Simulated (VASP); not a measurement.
Here is a VASP 6.6.1 calculation.

The input POSCAR:

```
Sn
1.0
   -2.9401404553      2.9401404553      1.5993019889
    2.9401404553     -2.9401404553      1.5993019889
    2.9401404553      2.9401404553     -1.5993019889
Sn
2
Direct
    0.0070650000     -0.0047300000     -0.0123030000
    0.7491880000      0.2445090000      0.4991050000
```

The input INCAR.step1:

```
SYSTEM = Sn
ALGO = Normal
EDIFF = 1E-4
ENCUT = 520
GGA = PE
ISMEAR = -1
LASPH = .True.
LCHARG = .False.
LREAL = .False.
LWAVE = .True.
NBANDS = 21
NELM = 60
PREC = Accurate
SIGMA = 0.01
```

INCAR.step2

```
SYSTEM = Sn
ALGO = Normal
EDIFF = 1E-7
ENCUT = 520
ISIF = 2
ISMEAR = -1
ISTART = 1
LASPH = .True.
LCHARG = .False.
LMIXTAU = .True.
LREAL = .False.
LWAVE = .False.
METAGGA = R2SCAN
NBANDS = 21
NELM = 60
PREC = Accurate
SIGMA = 0.01
```

File KPOINTS:

```
k-points
0
Gamma
  7 7 5
  0 0 0
```

Potentials or basis: VASP PAW PBE potentials, release 64 (Sn_d).

Launch:

```sh
$ cat potpaw_PBE.64/Sn_d/POTCAR > POTCAR
$ cp INCAR.step1 INCAR
$ mpirun -np 1 vasp_std > vasp.out
$ cp INCAR.step2 INCAR
$ mpirun -np 1 vasp_std > vasp.out
```

Task: What does it give for the pressure?

Result: -0.2 GPa.

Task: Predict the largest force.

Result: 0.159 eV/Å.

Task: Predict the band gap on the k mesh.

Result: Zero (bands 14 and 15 overlap by 3.33 eV).

Forces on the atoms (eV/Å):
```
Sn   0.150  0.052 -0.001
Sn  -0.150 -0.052  0.001
```

Caveat: the PAW data sets were made with another functional, which shifts forces and pressure a little; spin-orbit coupling is left out, which moves the levels of the heavy elements.
